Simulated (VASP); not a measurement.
# GaN (P6_3mc) in VASP: relaxation of cell and atoms with r2SCAN

Aim: the relaxation of cell and atoms of GaN with r2SCAN.

All numbers are computed with VASP 6.6.1; they aren't measurements. Logs are shortened: lines on timing, memory, paths and dates and some standing lists are left out, and cuts for length are marked.

## Step 1: The cell of the first run

The structure is hexagonal, space group P6_3mc (No. 186). The conventional cell has a = 3.189 Å, b = 3.189 Å, c = 5.185 Å, α = 90.00°, β = 90.00°, γ = 120.00°. Ga (site symmetry 3m) has 4 N at 1.95 Å within 2.6 Å. Within 2.6 Å of N (site symmetry 3m) lie 4 Ga at 1.95 Å.

## Step 2: Relaxation of cell and atoms, r2SCAN

Input file POSCAR:

```
GaN
1.0
    3.1890000000      0.0000000000      0.0000000000
   -1.5945000000      2.7617550127      0.0000000000
    0.0000000000      0.0000000000      5.1850000000
Ga N
2 2
Direct
    0.3333333333      0.6666666667      0.0000000000
    0.6666666667      0.3333333333      0.5000000000
    0.3333333333      0.6666666667      0.3770000000
    0.6666666667      0.3333333333      0.8770000000
```

Input file INCAR.step1:

```
SYSTEM = GaN
ALGO = Normal
EDIFF = 1E-4
ENCUT = 600
GGA = PE
ISMEAR = 0
LASPH = .TRUE.
LCHARG = .FALSE.
LREAL = .FALSE.
LWAVE = .TRUE.
NELM = 60
PREC = Accurate
SIGMA = 0.01
```

Input file INCAR.step2:

```
SYSTEM = GaN
ALGO = Normal
EDIFF = 1E-6
EDIFFG = -0.003
ENCUT = 600
IBRION = 2
ISIF = 3
ISMEAR = 0
ISTART = 1
LASPH = .TRUE.
LCHARG = .FALSE.
LMIXTAU = .TRUE.
LREAL = .FALSE.
LWAVE = .FALSE.
METAGGA = R2SCAN
NELM = 60
NSW = 60
PREC = Accurate
SIGMA = 0.01
```

Input file KPOINTS:

```
k-points
0
G
  8 8 5
  0 0 0
```

Potentials or basis: VASP PAW PBE potentials, release 64 (Ga_d, N).

Command:

```bash
$ cat potpaw_PBE.64/Ga_d/POTCAR potpaw_PBE.64/N/POTCAR > POTCAR
$ cp INCAR.step1 INCAR
$ mpirun -np 1 vasp_std > vasp.out
$ cp INCAR.step2 INCAR
$ mpirun -np 1 vasp_std > vasp.out
```

OUTCAR:

```text
SYSTEM = GaN
   EDIFF = 1E-6
   EDIFFG = -0.003
   ENCUT = 600
   IBRION = 2
   ISIF = 3
   ISMEAR = 0
   ISTART = 1
   LASPH = .TRUE.
   LREAL = .FALSE.
   METAGGA = R2SCAN
   NELM = 60
   NSW = 60
   PREC = Accurate

 ion  position               nearest neighbor table
   1  0.333  0.667  0.000-   4 1.95   4 1.95   4 1.95   3 1.95
   2  0.667  0.333  0.500-   3 1.95   3 1.95   3 1.95   4 1.95
   3  0.333  0.667  0.377-   2 1.95   2 1.95   2 1.95   1 1.95
   4  0.667  0.333  0.877-   1 1.95   1 1.95   1 1.95   2 1.95

  LATTYP: Found a hexagonal cell.
 ALAT       =     3.1890000000
 C/A-ratio  =     1.6259015365

  Lattice vectors:

 A1 = (   3.1890000000,   0.0000000000,   0.0000000000)
 A2 = (  -1.5945000000,   2.7617550127,   0.0000000000)
 A3 = (   0.0000000000,   0.0000000000,   5.1850000000)

Analysis of symmetry for initial positions (statically):
=====================================================================
 Subroutine PRICEL returns:
 Original cell was already a primitive cell.

 Routine SETGRP: Setting up the symmetry group for a
 hexagonal supercell.

 Subroutine GETGRP returns: Found 12 space group operations
 (whereof  6 operations were pure point group operations)
 out of a pool of 24 trial point group operations.

The static configuration has the point symmetry C_3v.
 The point group associated with its full space group is C_6v.

Analysis of symmetry for dynamics (positions and initial velocities):
=====================================================================
 Subroutine PRICEL returns:
 Original cell was already a primitive cell.

 Routine SETGRP: Setting up the symmetry group for a
 hexagonal supercell.

 Subroutine GETGRP returns: Found 12 space group operations
 (whereof  6 operations were pure point group operations)
 out of a pool of 24 trial point group operations.

The dynamic configuration has the point symmetry C_3v.
 The point group associated with its full space group is C_6v.

 Subroutine INISYM returns: Found 12 space group operations
 (whereof  6 operations are pure point group operations),
 and found     1 'primitive' translations

----------------------------------------------------------------------------------------

                                     Primitive cell

  volume of cell :      45.6655

  direct lattice vectors                    reciprocal lattice vectors
     3.189000000  0.000000000  0.000000000     0.313577924  0.181044299  0.000000000
    -1.594500000  2.761755013  0.000000000     0.000000000  0.362088598  0.000000000
     0.000000000  0.000000000  5.185000000     0.000000000  0.000000000  0.192864031

  length of vectors
     3.189000000  3.189000000  5.185000000     0.362088598  0.362088598  0.192864031

  position of ions in fractional coordinates (direct lattice)
     0.333333333  0.666666667  0.000000000
     0.666666667  0.333333333  0.500000000
     0.333333333  0.666666667  0.377000000
     0.666666667  0.333333333  0.877000000

  ion indices of the primitive-cell ions
   primitive index   ion index
                 1           1
                 2           2
                 3           3
                 4           4

----------------------------------------------------------------------------------------

 KPOINTS: k-points

Automatic generation of k-mesh.
 Grid dimensions read from file:
 generate k-points for:    8    8    5

 Generating k-lattice:

  Cartesian coordinates                     Fractional coordinates (reciprocal lattice)
     0.039197241  0.022630537  0.000000000     0.125000000  0.000000000  0.000000000
     0.000000000  0.045261075  0.000000000     0.000000000  0.125000000  0.000000000
     0.000000000  0.000000000  0.038572806     0.000000000  0.000000000  0.200000000

  Length of vectors
     0.045261075  0.045261075  0.038572806

  Shift w.r.t. Gamma in fractional coordinates (k-lattice)
     0.000000000  0.000000000  0.000000000

 Subroutine IBZKPT returns following result:
 ===========================================

 Found     30 irreducible k-points:

 Following reciprocal coordinates:
            Coordinates               Weight
  0.000000  0.000000  0.000000      1.000000
  0.125000  0.000000  0.000000      6.000000
  0.250000  0.000000  0.000000      6.000000
  0.375000 -0.000000  0.000000      6.000000
  0.500000  0.000000  0.000000      3.000000
  0.125000  0.125000  0.000000      6.000000
[... 16 lines left out ...]
  0.250000  0.000000  0.400000     12.000000
  0.375000 -0.000000  0.400000     12.000000
 [... further k-points ...]
   k-points           NKPTS =     30   k-points in BZ     NKDIM =     30   number of bands    NBANDS=     22
   number of dos      NEDOS =    301   number of ions     NIONS =      4
   total plane-waves  NPLWV =  32928
   dimension x,y,z NGX =    28 NGY =   28 NGZ =   42
   dimension x,y,z NGXF=    56 NGYF=   56 NGZF=   84
   ions per type =               2   2
   NGX,Y,Z   is equivalent  to a cutoff of  14.60, 14.60, 13.47 a.u.
   NGXF,Y,Z  is equivalent  to a cutoff of  29.19, 29.19, 26.93 a.u.
 SYSTEM =  GaN
   PREC   = accura    normal or accurate (medium, high low for compatibility)
   ISTART =      1    job   : 0-new  1-cont  2-samecut
   ICHARG =      0    charge: 1-file 2-atom 10-const
   ISPIN  =      1    spin polarized calculation?
   LNONCOLLINEAR =      F non collinear calculations
   LSORBIT =      F    spin-orbit coupling
   LASPH  =      T    aspherical Exc in radial PAW
   ENCUT  =  600.0 eV  44.10 Ry    6.64 a.u.   6.37  6.37 10.36*2*pi/ulx,y,z
   NELM   =     60;   NELMIN=  2; NELMDL=  0     # of ELM steps
   EDIFF  = 0.1E-05   stopping-criterion for ELM
   LREAL  =      F    real-space projection
   EDIFFG = -.3E-02   stopping-criterion for IOM
   NSW    =     60    number of steps for IOM
   IBRION =      2    ionic relax: 0-MD 1-quasi-New 2-CG
   NFREE  =      1    steps in history (QN), initial steepest desc. (CG)
   ISIF   =      3    stress and relaxation
   ISYM   =      2    0-nonsym 1-usesym 2-fastsym
   POTIM  = 0.5000    time-step for ionic-motion
   TEBEG  =    0.0;   TEEND  =   0.0 temperature during run
   PSTRESS=    0.0 pullay stress
   NELECT =      36.0000    total number of electrons
   NUPDOWN=      -1.0000    fix difference up-down
   EMIN   =  10.00;   EMAX   =-10.00  energy-range for DOS
   EFERMI =   0.00;   METHOD = LEGACY
   ISMEAR =     0;   SIGMA  =   0.01  broadening in eV -4-tet -1-fermi 0-gaus
   EFERMI_NEDOS =   21; number of points for ismear=-14 and -15
   IALGO  =     38    algorithm
   IMIX   =      4    mixing-type and parameters
     AMIX     =   0.40;   BMIX     =  1.00
     AMIX_MAG =   1.60;   BMIX_MAG =  1.00
  volume/ion in A,a.u.               =      11.42        77.04
  Fermi-wavevector in a.u.,A,eV,Ry     =   1.512329  2.857887 31.118402  2.287138
  Thomas-Fermi vector in A             =   2.622267
   LORBIT       =      0    0 simple, 1 ext, 2 COOP (PROOUT), +10 PAW based schemes
   METAGGA = R2SCAN    functional components
   LHFCALC =     F    Hartree Fock is set to
   AEXX    =    0.0000 exact exchange contribution
   IVDW    =     0    specifies the selected vdW correction
   LEPSILON=     F    determine dielectric tensor
   LRPA    =     F    only Hartree local field effects (RPA)
 conjugate gradient relaxation of ions
 non-spin polarized calculation
 Gauss-broadening in eV      SIGMA  =   0.01
  energy-cutoff  :      600.00
  volume of cell :       45.67
 maximum number of plane-waves:      1550
 NGX is ok and might be reduce to    28
   NGX = 13   NGY = 13   NGZ = 21

--------------------------------------- Ionic step        1  -------------------------------------------

 number of electron      35.9999996 magnetization

 Free energy of the ion-electron system (eV)
  ---------------------------------------------------
  ext. energy  EPLUGINS =         0.00000000
  ---------------------------------------------------
  free energy    TOTEN  =       -43.82292244 eV

  energy without entropy =      -43.82292244  energy(sigma->0) =      -43.82292244

------------------------ aborting loop because EDIFF is reached ----------------------------------------

  FORCE on cell =-STRESS in cart. coord.  units (eV):
  Direction    XX          YY          ZZ          XY          YZ          ZX
  --------------------------------------------------------------------------------------
  -------------------------------------------------------------------------------------
  Total        0.0317075      0.0317075      0.1887033      0.0000000      0.0000000      0.0000000
  in kB        1.1124578      1.1124578      6.6206653      0.0000000      0.0000000      0.0000000
  external PRESSURE =       2.9485269 kB  Pullay stress =       0.0000000 kB
[... 95 lines left out ...]
  FREE ENERGIE OF THE ION-ELECTRON SYSTEM (eV)
  ---------------------------------------------------
  free  energy   TOTEN  =       -43.8230431158 eV

  energy  without entropy=      -43.8230431158  energy(sigma->0) =      -43.82304312

[... ionic steps 4 to 7 ...]

--------------------------------------- Ionic step        8  -------------------------------------------

 number of electron      35.9999996 magnetization

------------------------ aborting loop because EDIFF is reached ----------------------------------------

  FORCE on cell =-STRESS in cart. coord.  units (eV):
  Direction    XX          YY          ZZ          XY          YZ          ZX
  --------------------------------------------------------------------------------------
  -------------------------------------------------------------------------------------
  Total       -0.0170742     -0.0170742      0.0090077      0.0000000      0.0000000      0.0000000
  in kB       -0.5980370     -0.5980370      0.3155006      0.0000000      0.0000000      0.0000000
  external PRESSURE =      -0.2935245 kB  Pullay stress =       0.0000000 kB
[... 61 lines left out ...]
  energy  without entropy=      -43.8230614571  energy(sigma->0) =      -43.82306146

--------------------------------------- Ionic step       10  -------------------------------------------

 number of electron      35.9999996 magnetization

 Free energy of the ion-electron system (eV)
  ---------------------------------------------------
  ext. energy  EPLUGINS =         0.00000000
  ---------------------------------------------------
  free energy    TOTEN  =       -43.82306186 eV

  energy without entropy =      -43.82306186  energy(sigma->0) =      -43.82306186

 E-fermi :   5.1574     XC(G=0): -12.6308

 val. band max:        5.0418038147   @ k =   0.0000   0.0000   0.0000
 cond. band min:       7.3469829265   @ k =   0.0000   0.0000   0.0000
 fundamental gap:      2.3051791118
 Fermi energy:         5.1573855837

 k-point     1 :       0.0000    0.0000    0.0000
  band No.  band energies     occupation
      1     -11.7233      2.00000
      2     -10.7342      2.00000
      3      -8.7842      2.00000
      4      -8.7689      2.00000
      5      -8.7689      2.00000
      6      -8.7017      2.00000
[... 574 lines left out ...]
      6      -8.5768      2.00000
[... 14 lines left out ...]
     21      13.1894      0.00000
     22      13.7156      0.00000

 [... further k-points ...]

------------------------ aborting loop because EDIFF is reached ----------------------------------------

  FORCE on cell =-STRESS in cart. coord.  units (eV):
  Direction    XX          YY          ZZ          XY          YZ          ZX
  --------------------------------------------------------------------------------------
  -------------------------------------------------------------------------------------
  Total        0.0007733      0.0007733      0.0029716      0.0000000      0.0000000     -0.0000000
  in kB        0.0270902      0.0270902      0.1040984      0.0000000      0.0000000     -0.0000000
  external PRESSURE =       0.0527596 kB  Pullay stress =       0.0000000 kB
[... 19 lines left out ...]
  FREE ENERGIE OF THE ION-ELECTRON SYSTEM (eV)
  ---------------------------------------------------
  free  energy   TOTEN  =       -43.8230618558 eV

  energy  without entropy=      -43.8230618558  energy(sigma->0) =      -43.82306186

 reached required accuracy - stopping structural energy minimisation
```

Run time: 12 min. Hardware: 1 thread of Intel Xeon Platinum 8259CL at 2.50GHz (Skylake/Cascade Lake), shared host; peak memory 0.21 GiB.

What came out:

```
Free energy                           : -43.8231 eV
Relaxed volume                        : 11.43 Å³/atom
Relaxed cell                          : a = 3.189 Å, b = 3.189 Å, c = 5.193 Å, α = 90.00°, β = 90.00°, γ = 120.00°
Space group after relaxing (to 0.1 Å) : P6_3mc (No. 186)
Energy gained by relaxing             : 0.0 meV/atom
Ionic steps                           : 10
Pressure after relaxing               : 0.0 GPa
Band gap on the k mesh                : 2.31 eV
```

Step by step:
```csv
step,energy change (eV),largest force (eV/Å),pressure (GPa),volume (Å³)
1,0.0000,0.0039,0.29,45.67
2,0.0000,0.0184,-0.28,45.80
3,-0.0001,0.0081,-0.01,45.74
4,-0.0001,0.0089,-0.05,45.75
5,-0.0001,0.0083,-0.05,45.74
6,-0.0001,0.0084,0.02,45.74
7,-0.0001,0.0018,-0.04,45.74
8,-0.0001,0.0033,-0.03,45.74
9,-0.0001,0.0010,0.05,45.73
10,-0.0001,0.0012,0.01,45.74
```

Final structure:
```xyz
4
Lattice="3.1889 0.0000 0.0000 -1.5944 2.7616 0.0000 0.0000 0.0000 5.1934" Properties=species:S:1:pos:R:3 pbc="T T T"
Ga    0.0000    1.8411    0.0005
Ga    1.5944    0.9205    2.5973
N     0.0000    1.8411    1.9574
N     1.5944    0.9205    4.5541
```

Caveat: the PAW data sets were made with another functional, which shifts forces and pressure a little.
